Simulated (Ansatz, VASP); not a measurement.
BAs in VASP and in Ansatz

The input POSCAR:

```
BAs
1.0
    0.0000000000      2.4558168217      2.2593514759
    2.4558168217      0.0000000000      2.2593514759
    2.4558168217      2.4558168217      0.0000000000
B As
1 1
Direct
    0.0000000000      0.0000000000      0.0000000000
    0.7500000000      0.7500000000      0.7500000000
```

INCAR.step1

```
  PREC = Accurate
  ENCUT = 520
  ISMEAR = 0
  SIGMA = 0.05
  LREAL = False
  LASPH = True
  NELM = 100
  NBANDS = 11
  GGA = PE
  ALGO = Normal
  EDIFF = 1E-4
  LWAVE = True
  LCHARG = False
```

Contents of INCAR.step2:

```
  PREC = Accurate
  ENCUT = 520
  EDIFF = 1E-6
  ISMEAR = 0
  SIGMA = 0.05
  LREAL = False
  LASPH = True
  NELM = 100
  ALGO = Normal
  ISIF = 2
  LWAVE = False
  LCHARG = False
  METAGGA = R2SCAN
  LMIXTAU = True
  NBANDS = 11
  ISTART = 1
```

Contents of KPOINTS:

```
Automatic mesh
0
Gamma
  12 12 12
```

Input for Ansatz:

```yaml
crystal:
  lattice:
    - [0.0, 2.4558168217, 2.2593514759]
    - [2.4558168217, 0.0, 2.2593514759]
    - [2.4558168217, 2.4558168217, 0.0]
  atoms:
    - { symbol: B, position: [0.0, 0.0, 0.0] }
    - { symbol: As, position: [0.75, 0.75, 0.75] }
basis:
  ecutwfc: 500
kpoints:
  mp_grid: { grid: [12, 12, 12] }
hamiltonian:
  xc: r2scan
scf:
  occupations: { method: gaussian, width: 0.05 }
output:
  forces: true
  stress: true
  eigenvalues: true
```

Alike in both runs: task single point; functional r2SCAN; k mesh 12 × 12 × 12; occupations gaussian, width 0.05 eV; no spin polarisation.

```csv
,VASP,Ansatz
version,VASP 6.6.1,Ansatz 0.2.0
potentials or method,"VASP PAW PBE potentials, release 64 (B, As), cutoff 520 eV","scalar-relativistic, plane waves, PAW"
valence electrons in the cell,8,18
```

```tsv
	VASP	Ansatz	Ansatz less VASP
gap on the k mesh at the Fermi level (eV)	0.11	0.11	0.000
least direct gap on the mesh (eV)	2.57	2.57	-0.004
pressure (GPa)	0.8	0.6	-0.25
traceless stress, the component that is largest in VASP (GPa)	10.88	10.90	+0.020
```

VASP's potentials were made for PBE, not for r2SCAN. With one functional, cell and mesh, what is left measures potentials, basis and numerics. VASP's potentials hold 8 valence electrons a cell and Ansatz's 18, so a difference there can come from the potentials and not from the codes.
